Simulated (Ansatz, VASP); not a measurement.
**AgCl in VASP and in Ansatz**

```
Ag Cl
1.0
     3.43397    0.00000    0.00000
     0.00000    3.43397    0.00000
     0.00000    0.00000    3.30520
Ag Cl
1 1
Cartesian
  0.0000 0.0000 0.0000
  1.7170 1.7170 1.6526
```

Change from the starting cell: strain -0.0375 x Voigt [0, 0, 1, 0, 0, 0], atoms carried along.

Alike in both runs: task single point; functional PBEsol; k mesh 10 × 10 × 10; occupations gaussian, width 0.05 eV; no spin polarisation.

|  | VASP | Ansatz |
| --- | --- | --- |
| version | VASP 6.6.1 | Ansatz 0.2.0 |
| potentials or method | VASP PAW PBE potentials, release 64 (Ag, Cl), cutoff 520 eV | scalar-relativistic, plane waves, PAW |
| valence electrons in the cell | 18 | 26 |

VASP gave:

```
gap on the k mesh at the Fermi level (eV)                     : 0.35
least direct gap on the mesh (eV)                             : 1.79
pressure (GPa)                                                : -3.1
traceless stress, the component that is largest in VASP (GPa) : 1.32
```

Question: Estimate Ansatz's values.

Answer: gap on the k mesh at the Fermi level (eV): 0.35; least direct gap on the mesh (eV): 1.79; pressure (GPa): -2.9; traceless stress, the component that is largest in VASP (GPa): 1.32.

VASP's potentials were made for PBE, not for PBEsol. With one functional, cell and mesh, what is left measures potentials, basis and numerics. VASP's potentials hold 18 valence electrons a cell and Ansatz's 26, so a difference there can come from the potentials and not from the codes.
